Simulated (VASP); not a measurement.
Crystal: GaP.

```
Ga P
1.0
     0.00000    2.77870    2.77870
     2.77870    0.00000    2.77870
     2.77870    2.77870    0.00000
Ga P
1 1
Cartesian
  0.0000 0.0000 0.0000
  4.1680 4.1680 4.1680
```

Program: VASP 6.6.1. Alike in all runs: task single point; potentials or basis VASP PAW PBE potentials, release 64 (Ga_d, P); no spin polarisation; cell as given; k mesh 8 × 8 × 8; cutoff (eV) 520; smearing fermi-dirac 0.05 eV.

Problem. Order these runs on this cell by their band gap on the k mesh, lowest first.
A. level r2SCAN+D4
B. level BLYP+D3(BJ)
C. level revPBE

Solution. B (1.24 eV), C (1.45 eV), A (1.84 eV).

Caveats: the cell stands under tension (at least some runs).

A k mesh can miss the band edges.
